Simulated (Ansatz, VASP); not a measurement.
# InSb3 in VASP and in Ansatz

```
In Sb
1.0
     5.11198    0.00000    0.00000
     0.00000    5.11198    0.00000
     0.00000    0.00000    4.54398
In Sb
1 3
Direct
  0.00000 0.00000 0.00000
  0.50000 0.00000 0.50000
  0.00000 0.50000 0.50000
  0.50000 0.50000 0.00000
```

Change from the starting cell: strain +0.080 along x and y, -0.040 along z, atoms carried along.

Alike in both runs: task single point; functional PBE; dispersion D3(BJ); k mesh 10 × 10 × 10; occupations gaussian, width 0.15 eV; no spin polarisation.

```csv
,VASP,Ansatz
version,VASP 6.6.1,Ansatz 0.2.0
potentials or method,"VASP PAW PBE potentials, release 64 (In_d, Sb), cutoff 520 eV","scalar-relativistic, plane waves, PAW"
valence electrons in the cell,28,58
```

```tsv
	VASP	Ansatz	Ansatz less VASP
gap on the k mesh at the Fermi level (eV)	none	none	-
pressure (GPa)	-5.2	-5.1	+0.09
traceless stress, the component that is largest in VASP (GPa)	-0.19	-0.19	+0.001
```

A gap of «none» marks a metal or a gap that the smearing closes. VASP's potentials hold 28 valence electrons a cell and Ansatz's 58, so a difference there can come from the potentials and not from the codes.

Neither program's run includes spin-orbit coupling.
